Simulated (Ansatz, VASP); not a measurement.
# Ga4PN3 in VASP and in Ansatz

```xyz
8
Lattice="-2.3797 2.3797 4.6919 2.3797 -2.3797 4.6919 2.3797 2.3797 -4.6919" Properties=species:S:1:pos:R:3 pbc="T T T"
N     2.3797    0.0000    2.3460
N     0.0000    0.0000    4.6919
N     0.0000    2.3797    2.3460
Ga   -1.0637    1.0637    5.9603
Ga    1.3160    1.3160   -1.2684
Ga    1.0637   -1.0637    5.9603
Ga    1.0637    1.0637    3.4235
P     0.0000    0.0000    0.0000
```

Alike in both runs: task single point; functional PBE; k mesh 8 × 8 × 8; occupations fermi-dirac, width 0.02 eV; no spin polarisation.

|  | VASP | Ansatz |
| --- | --- | --- |
| version | VASP 6.6.1 | Ansatz 0.2.0 |
| potentials or method | VASP PAW PBE potentials, release 64 (N, Ga_d, P) | plane waves, PAW |
| plane-wave cutoff (eV) | 520 | 420 |
| valence electrons in the cell | 72 | 72 |

Ansatz gave:

```
gap on the k mesh at the Fermi level (eV) : 0.76
pressure (GPa)                            : 4.8
rms of the force components (eV/Å)        : 0.009
```

Which values does VASP return?

gap on the k mesh at the Fermi level (eV): 0.76; pressure (GPa): 4.7; rms of the force components (eV/Å): 0.006.
